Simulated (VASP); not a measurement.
Set up this calculation in VASP 6.6.1, as the native input.

* Task: single point
* Functional: PBE
* Potentials or basis: VASP PAW PBE potentials, release 64 (Cr_pv)
* Cutoff: 520 eV
* k mesh: 24 × 24 × 24
* Occupations: gaussian, width 0.15 eV
* Spin: no spin polarisation
* Dipole correction: no
* Further INCAR settings: ALGO = Fast; EDIFF = 1e-06; NBANDS = 12

The structure of Cr lies in POSCAR:

```
Cr
1.0
   -1.4779987500      1.4419500000      1.4419500000
    1.4779987500     -1.4419500000      1.4419500000
    1.4779987500      1.4419500000     -1.4419500000
Cr
1
Direct
    0.0000000000      0.0000000000      0.0000000000
```

This cell differs from its parent crystal: strain +0.0250 x Voigt [1, 0, 0, 0, 0, 0].

The input as run:

INCAR

```
  ALGO = Fast
  EDIFF = 1E-6
  ENCUT = 520
  GGA = PE
  ISIF = 2
  ISMEAR = 0
  LASPH = True
  LCHARG = False
  LREAL = False
  LWAVE = False
  NBANDS = 12
  NELM = 60
  PREC = Accurate
  SIGMA = 0.15
```

KPOINTS

```
k-points
0
Gamma
  24 24 24
```

Potentials or basis: VASP PAW PBE potentials, release 64 (Cr_pv).

The run is started by

```bash
$ cat potpaw_PBE.64/Cr_pv/POTCAR > POTCAR
$ mpirun -np 1 vasp_std > vasp.out
```

Results of the run:

The pressure is -14.4 GPa and the band gap on the k mesh is zero (bands 6 and 7 overlap by 2.93 eV).

Caveat: the cell differs from its parent crystal (strain +0.0250 x Voigt [1, 0, 0, 0, 0, 0]); the stress differs along the axes, from -19 to -12 GPa; the run has no spin polarisation, though such a crystal can be magnetic.

Run time: 57 s on 1 thread of AMD EPYC 9R45 (Zen 5), with other jobs on the host, peak memory 0.22 GiB.
